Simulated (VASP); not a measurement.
Write the native input for VASP 6.6.1 that does the following.

| Quantity | Value |
| --- | --- |
| Task | single point |
| Functional | PBE |
| Potentials or basis | VASP PAW PBE potentials, release 64 (K_sv, Br) |
| Cutoff | 520 eV |
| k mesh | 6 × 6 × 6 |
| Occupations | fermi-dirac, width 0.02 eV |
| Spin | no spin polarisation |
| Dipole correction | no |
| Further INCAR settings | ALGO = Normal; EDIFF = 1e-06; NBANDS = 15 |

The structure of KBr lies in POSCAR:

```
KBr
1.0
    3.9762553130     -0.0101394510      0.0000000000
   -0.0101394510      3.9762553130      0.0000000000
    0.0000000000      0.0000000000      3.9762553130
K Br
1 1
Direct
    0.0000000000      0.0000000000      0.0000000000
    0.5000000000      0.5000000000      0.5000000000
```

This cell differs from its parent crystal: shear xy strain -0.5%.

The input as run:

INCAR

```
SYSTEM = KBr
PREC = Accurate ; ENCUT = 520
EDIFF = 1E-6 ; ISMEAR = -1
SIGMA = 0.02 ; LREAL = .False.
LASPH = .True. ; NELM = 80
ALGO = Normal ; ISIF = 2
LWAVE = .False. ; LCHARG = .True.
GGA = PE ; LELF = .True.
LVHAR = .True. ; NBANDS = 15
```

KPOINTS

```
regular mesh
0
Gamma
  6 6 6
  0 0 0
```

Potentials or basis: VASP PAW PBE potentials, release 64 (K_sv, Br).

Run with:

```bash
$ cat potpaw_PBE.64/K_sv/POTCAR potpaw_PBE.64/Br/POTCAR > POTCAR
$ mpirun -np 1 vasp_std > vasp.out
```

Results of the run:

The pressure is 0.9 GPa. The band gap on the k mesh is 4.02 eV (least direct gap 4.30 eV).

Caveat: the cell differs from its parent crystal (shear xy strain -0.5%); the structure was generated, so it needn't be the stable form of KBr.

It took 48 s on 1 thread of Oxide Virtual Turin-like Processor, with other jobs on the host, peak memory 0.16 GiB.
